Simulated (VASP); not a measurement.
# Al (I4/mmm) in VASP: further runs, part 2 of 2

VASP 6.6.1.

## 3. Single point, PBE

Contents of INCAR:

```
ALGO = Normal
EDIFF = 1E-6
ENCUT = 520
GGA = PE
ISIF = 2
ISMEAR = 0
LASPH = T
LCHARG = F
LREAL = F
LWAVE = F
NBANDS = 8
NELM = 100
PREC = Accurate
SIGMA = 0.1
```

Contents of KPOINTS:

```
k-points
0
Gamma
  24 24 24
```

Contents of POSCAR:

```
Al
1.0
   -1.7367751077      1.7367751077      1.4093992063
    1.7367751077     -1.7367751077      1.4093992063
    1.7367751077      1.7367751077     -1.4093992063
Al
1
Direct
    0.5000000000      0.5000000000      0.0000000000
```

Potentials or basis: VASP PAW PBE potentials, release 64 (Al).

Launch:

```console
$ cat potpaw_PBE.64/Al/POTCAR > POTCAR
$ mpirun -np 1 vasp_std > vasp.out
```

It took 82 s on 1 thread of AMD EPYC 7R13 (Zen 3), shared host; peak memory 0.21 GiB.

Results (log left out):

- Free energy: -3.6741 eV
- Pressure: 0.0 GPa
- Band gap on the k mesh: zero (an odd number of electrons rules out a gap without spin polarisation)

Levels at points of the mesh, in eV from the Fermi level:
| k point | band 1 | band 2 | band 3 | band 4 | band 5 | band 6 |
| --- | --- | --- | --- | --- | --- | --- |
| (0.00, 0.00, 0.00) | -10.89 | 10.23 | 12.13 | 12.13 | 13.23 | 15.52 |
| (0.50, 0.00, 0.00) | -3.73 | -2.92 | 7.10 | 7.10 | 8.35 | 10.62 |
| (0.50, 0.50, 0.00) | -5.03 | -4.73 | 11.29 | 11.82 | 12.50 | 13.52 |
| (0.50, 0.50, 0.50) | 0.15 | 0.15 | 1.55 | 2.12 | 6.32 | 8.28 |

## 4. Single point, r2SCAN

POSCAR is that of step 3.

Contents of INCAR.step1:

```
ALGO = Normal ; EDIFF = 1E-4
ENCUT = 520 ; GGA = PE
ISMEAR = 0 ; LASPH = T
LCHARG = F ; LREAL = F
LWAVE = T ; NBANDS = 8
NELM = 60 ; PREC = Accurate
SIGMA = 0.1
```

Contents of INCAR.step2:

```
ALGO = Normal ; EDIFF = 1E-6
ENCUT = 520 ; ISIF = 2
ISMEAR = 0 ; ISTART = 1
LASPH = T ; LCHARG = F
LMIXTAU = T ; LREAL = F
LWAVE = F ; METAGGA = R2SCAN
NBANDS = 8 ; NELM = 60
PREC = Accurate ; SIGMA = 0.1
```

KPOINTS is that of step 3.

Potentials or basis: VASP PAW PBE potentials, release 64 (Al).

Launch:

```console
$ cat potpaw_PBE.64/Al/POTCAR > POTCAR
$ cp INCAR.step1 INCAR
$ mpirun -np 1 vasp_std > vasp.out
$ cp INCAR.step2 INCAR
$ mpirun -np 1 vasp_std > vasp.out
```

OUTCAR:

```text
EDIFF = 1E-6
   ENCUT = 520
   ISIF = 2
   ISMEAR = 0
   ISTART = 1
   LASPH = T
   LREAL = F
   METAGGA = R2SCAN
   NELM = 60
   PREC = Accurate

 ion  position               nearest neighbor table
   1  0.500  0.500  0.000-

  LATTYP: Found a body centered tetragonal cell.
 ALAT       =     3.4735502154
 C/A-ratio  =     0.8115035735

  Lattice vectors:

 A1 = (  -1.7367751077,   1.7367751077,   1.4093992063)
 A2 = (   1.7367751077,  -1.7367751077,   1.4093992063)
[... 445 lines left out ...]

 [... further k-points ...]

------------------------ aborting loop because EDIFF is reached ----------------------------------------

  FORCE on cell =-STRESS in cart. coord.  units (eV):
  Direction    XX          YY          ZZ          XY          YZ          ZX
  --------------------------------------------------------------------------------------
  -------------------------------------------------------------------------------------
  Total       -0.3524437     -0.3524437     -0.3178751      0.0000000      0.0000000      0.0000000
  in kB      -33.2061936    -33.2061936    -29.9492427      0.0000000      0.0000000      0.0000000
  external PRESSURE =     -32.1205433 kB  Pullay stress =       0.0000000 kB

 VOLUME and BASIS-vectors are now :
 -----------------------------------------------------------------------------
  energy-cutoff  :      520.00
  volume of cell :       17.01
      direct lattice vectors                 reciprocal lattice vectors
    -1.736775108  1.736775108  1.409399206     0.000000000  0.287889893  0.354761091
     1.736775108 -1.736775108  1.409399206     0.287889893  0.000000000  0.354761091
     1.736775108  1.736775108 -1.409399206     0.287889893  0.287889893  0.000000000

 POSITION                                       TOTAL-FORCE (eV/Angst)
 -----------------------------------------------------------------------------------
      0.00000      0.00000      1.40940         0.000000      0.000000      0.000000
 -----------------------------------------------------------------------------------
    total drift:                                0.000000      0.000000      0.000000

  FREE ENERGIE OF THE ION-ELECTRON SYSTEM (eV)
  ---------------------------------------------------
  free  energy   TOTEN  =        -6.6370385096 eV

  energy  without entropy=       -6.6352611545  energy(sigma->0) =       -6.63614983
```

It took 6.8 min on 1 thread of AMD EPYC 7R13 (Zen 3), shared host; peak memory 0.21 GiB.

Results:

```yaml
Free_energy: -6.6370 eV
Pressure: -3.2 GPa
Band_gap_on_the_k_mesh: zero (an odd number of electrons rules out a gap without spin polarisation)
```

Stress tensor (GPa, compression positive):
```
-3.32  0.00  0.00
 0.00 -3.32  0.00
 0.00  0.00 -2.99
```

Caveat: the cell stands under tension; the PAW data sets were made with another functional, which shifts forces and pressure a little.

## 5. Relaxation of cell and atoms, PBE

Contents of INCAR:

```
PREC     = Accurate       # precision mode
ENCUT    = 600            # plane-wave cutoff, eV
EDIFF    = 1E-6           # SCF threshold, eV
ISMEAR   = 0              # smearing method
SIGMA    = 0.1            # smearing width, eV
LREAL    = False          # projectors in reciprocal space
LASPH    = True           # aspherical terms in the spheres
NELM     = 80             # most SCF steps
ALGO     = Fast           # electronic algorithm
ISIF     = 3              # what is computed and relaxed
LWAVE    = False          # write WAVECAR
LCHARG   = False          # write CHGCAR
GGA      = PE             # functional
IBRION   = 2              # ionic algorithm
NSW      = 100            # ionic steps
EDIFFG   = -0.01          # ionic threshold
```

Contents of KPOINTS:

```
Automatic mesh
0
Gamma
  24 24 24
```

Contents of POSCAR:

```
Al
1.0
   -1.7384941000      1.7384941000      1.4072383000
    1.7384941000     -1.7384941000      1.4072383000
    1.7384941000      1.7384941000     -1.4072383000
Al
1
Direct
    0.5000000000      0.5000000000      0.0000000000
```

Launch:

```console
$ cat potpaw_PBE.64/Al/POTCAR > POTCAR
$ mpirun -np 1 vasp_std > vasp.out
```

Wall time 53 s (1 thread of AMD EPYC 7R13 (Zen 3), shared host); peak memory 0.2 GiB.

Results (log left out):

* Free energy: -3.6741 eV
* Pressure after relaxing: 0.0 GPa
* Band gap on the k mesh: zero (an odd number of electrons rules out a gap without spin polarisation)

Stress tensor (GPa, compression positive):
```
-0.06  0.00  0.00
 0.00 -0.06  0.00
 0.00  0.00  0.07
```

Final structure:
```
Al
1.0
    -1.73849    1.73849    1.40724
     1.73849   -1.73849    1.40724
     1.73849    1.73849   -1.40724
Al
1
Direct
  0.50000 0.50000 0.00000
```

Levels at points of the mesh, in eV from the Fermi level:
```
           k point  band 1  band 2  band 3  band 4  band 5
(0.00, 0.00, 0.00)  -10.88   10.20   12.09   12.09   13.20
(0.50, 0.00, 0.00)   -3.73   -2.91    7.09    7.09    8.33
(0.50, 0.50, 0.00)   -5.04   -4.73   11.34   11.87   12.51
(0.50, 0.50, 0.50)    0.13    0.13    1.52    2.11    6.38
```

Caveat: the relaxation stopped at its first step, so nothing moved.

## 6. Summary

| task | level | cell | k mesh | cutoff (eV) | gap on the mesh (eV) | pressure (GPa) |
| --- | --- | --- | --- | --- | --- | --- |
| single point | PBE | a = 2.833 Å, angles 104.3, 104.3, 120.4°, 1 atom | 8 × 8 × 8 | 520 | none | -0.7 |
| single point | PBE | a = 2.832 Å, angles 104.3, 104.3, 120.3°, 1 atom | 24 × 24 × 24 | 520 | none | 0.0 |
| single point | r2SCAN | a = 2.832 Å, angles 104.3, 104.3, 120.3°, 1 atom | 24 × 24 × 24 | 520 | none | -3.2 |
| relaxation of cell and atoms | PBE | relaxed from a = 2.833 Å, angles 104.3, 104.3, 120.4°, 1 atom | 24 × 24 × 24 | 600 | none | 0.0 |

Alike in all rows: potentials or basis VASP PAW PBE potentials, release 64 (Al); no spin polarisation; smearing gaussian 0.1 eV.

Caveats: the cell stands under tension (at least some runs); the PAW data sets were made with another functional, which shifts forces and pressure a little (at least some runs); the relaxation stopped at its first step, so nothing moved (at least some runs).

Total energies depend on the potentials used, so only differences within one code and one set of settings carry meaning.
